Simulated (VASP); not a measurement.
Input of a VASP 6.6.1 run:

File INCAR:

```
PREC = Accurate
ENCUT = 520
EDIFF = 1E-7
ISMEAR = -1
SIGMA = 0.1
LREAL = F
LASPH = T
NELM = 60
ALGO = Normal
ISIF = 2
LWAVE = F
LCHARG = F
GGA = PS
NBANDS = 26
```

KPOINTS

```
regular mesh
0
Gamma
  9 9 6
```

Contents of POSCAR:

```
MnSb
1.0
    4.0067809461      0.0000000000      0.0000000000
   -2.0033904731      3.4699740867      0.0000000000
    0.0000000000      0.0000000000      5.5805286430
Mn Sb
2 2
Direct
    0.0000000000      0.0000000000      0.0000000000
    0.0000000000      0.0000000000      0.5000000000
    0.3333333333      0.6666666667      0.2500000000
    0.6666666667      0.3333333333      0.7500000000
```

Potentials or basis: VASP PAW PBE potentials, release 64 (Mn_pv, Sb).

Launch:

```console
$ cat potpaw_PBE.64/Mn_pv/POTCAR potpaw_PBE.64/Sb/POTCAR > POTCAR
$ mpirun -np 1 vasp_std > vasp.out
```

Q: What does it give for the band gap on the k mesh?

A: Zero (band 18 reaches 8.48 eV, above the bottom of band 19 at 8.12 eV).

Q: Estimate the pressure.

A: -14.0 GPa.

Stress tensor (GPa, compression positive):
```
-11.26   0.00   0.00
  0.00 -11.26   0.00
  0.00   0.00 -19.35
```

Caveat: the PAW data sets were made with another functional, which shifts forces and pressure a little; spin-orbit coupling is left out, which moves the levels of the heavy elements. Spin polarisation is off, so any magnetic state and its effect on volume and gap are missing.
